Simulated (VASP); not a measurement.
Runs of VASP 6.6.1 on Ga3Sb2As. The structure is that of space group P3m1 (No. 156), or close to it. The cells are those of the table. 

| task | cell | k mesh | cutoff (eV) | gap on the mesh (eV) | pressure (GPa) | largest force (eV/Å) |
| --- | --- | --- | --- | --- | --- | --- |
| single point | a = 4.291, b = 4.291, c = 10.502 Å, angles 90.0, 90.0, 120.0°, 6 atoms | 12 × 12 × 4 | 520 | none | 0.1 | 0.01 |
| single point | a = 4.292, b = 4.292, c = 10.484 Å, angles 90.0, 90.0, 120.0°, 6 atoms | 6 × 6 × 2 | 520 | none | 0.2 | 0.02 |
| single point | a = 4.038, b = 4.038, c = 9.892 Å, angles 90.0, 90.0, 120.0°, 6 atoms | 6 × 6 × 2 | 520 | 0.39 | (b) | (a) |
| relaxation of cell and atoms | relaxed from a = 4.038, b = 4.038, c = 9.892 Å, angles 90.0, 90.0, 120.0°, 6 atoms | 6 × 6 × 2 | 600 | none | 0.0 | 0.01 |

Alike in all rows: level PBE; potentials or basis VASP PAW PBE potentials, release 64 (Ga_d, Sb, As); no spin polarisation; smearing gaussian 0.1 eV.

Estimate the missing entries.

(a) 1.40; (b) 14.3.

Caveats: spin-orbit coupling is left out, which moves the levels of the heavy elements; forces of over 1 eV/Å act on the atoms, so gaps and moduli don't describe the material at rest (some runs).

A k mesh can miss the band edges, and the runs leave out spin-orbit coupling on As, Ga, Sb.

A gap of «none» marks levels without a gap at the run's occupations.
